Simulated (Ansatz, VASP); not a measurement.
## Two plane-wave programs on TaN

```
CELL_PARAMETERS angstrom
2.90656 0.00000 0.00000
-1.45328 2.51715 0.00000
0.00000 0.00000 2.85150
ATOMIC_POSITIONS crystal
Ta 0.00000 0.00000 0.50000
N 0.66667 0.33333 0.00000
```

Alike in both runs: task relaxation of cell and atoms; functional LDA; k mesh 24 × 24 × 20; occupations fermi-dirac, width 0.15 eV; no spin polarisation.

|  | VASP | Ansatz |
| --- | --- | --- |
| version | VASP 6.6.1 | Ansatz 0.2.0 |
| potentials or method | VASP PAW LDA potentials, release 64 (Ta_pv, N), cutoff 600 eV | scalar-relativistic, plane waves, PAW |
| valence electrons in the cell | 16 | 18 |

```csv
,VASP,Ansatz,Ansatz less VASP
"gap on the k mesh at the Fermi level, each at its own relaxed structure (eV)",none,none,-
relaxed volume (Å³/atom),10.48,10.43,-0.054
relaxed cell length with the largest relative difference (Å),2.912,2.907,-0.0050
```

Ansatz warns that its potentials were made for another functional, while VASP's fit it. LDA's correlation is that of Perdew and Zunger in VASP and of Perdew and Wang (1992) in Ansatz. A gap of «none» marks a metal or a gap that the smearing closes. VASP's potentials hold 16 valence electrons a cell and Ansatz's 18, so a difference there can come from the potentials and not from the codes.

Spin-orbit coupling is off throughout.
